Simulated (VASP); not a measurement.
Wanted: the native input for a VASP 6.6.1 run.

| Item | Value |
| --- | --- |
| Task | single point |
| Functional | PBE |
| Dispersion | D3(BJ) |
| Potentials or basis | VASP PAW PBE potentials, release 64 (C) |
| Cutoff | 520 eV |
| k mesh | 15 × 15 × 1 |
| Occupations | gaussian, width 0.1 eV |
| Spin | no spin polarisation |
| Dipole correction | yes |
| Further INCAR settings | ALGO = Normal; EDIFF = 1e-06; NBANDS = 16 |

The structure of C lies in POSCAR:

```
C
1.0
    2.4656524409      0.0000000000      0.0000000000
   -1.2328262205      2.1353176508      0.0000000000
    0.0000000000      0.0000000000     17.5000663883
C
4
Direct
    0.6666666667      0.3333333333      0.2571437784
    0.3333333333      0.6666666667      0.2571418816
    0.8333333333      1.0000000000      0.4291450227
    0.5000000000      1.3333333333      0.4291431259
```

The input as run:

INCAR

```
SYSTEM = C
  PREC = Accurate
  ENCUT = 520
  EDIFF = 1E-6
  ISMEAR = 0
  SIGMA = 0.1
  LREAL = .FALSE.
  LASPH = .TRUE.
  NELM = 100
  ALGO = Normal
  ISIF = 2
  LWAVE = .FALSE.
  LCHARG = .TRUE.
  LDIPOL = .TRUE.
  IDIPOL = 3
  DIPOL = 0.5 0.5 0.343
  GGA = PE
  IVDW = 12
  LELF = .TRUE.
  LVHAR = .TRUE.
  LVACPOTAV = .TRUE.
  NBANDS = 16
```

KPOINTS

```
regular mesh
0
G
  15 15 1
  0 0 0
```

Potentials or basis: VASP PAW PBE potentials, release 64 (C).

Command:

```bash
$ cat potpaw_PBE.64/C/POTCAR > POTCAR
$ mpirun -np 1 vasp_std > vasp.out
```

Results of the run:

The largest force is 0.158 eV/Å and the band gap on the k mesh is 0.40 eV, direct. The dispersion energy per atom is -0.129 eV.

Wall time 2.1 min on 1 thread of Intel(R) Xeon(R) 6975P-C (Granite Rapids) (shared host), peak memory 0.27 GiB.
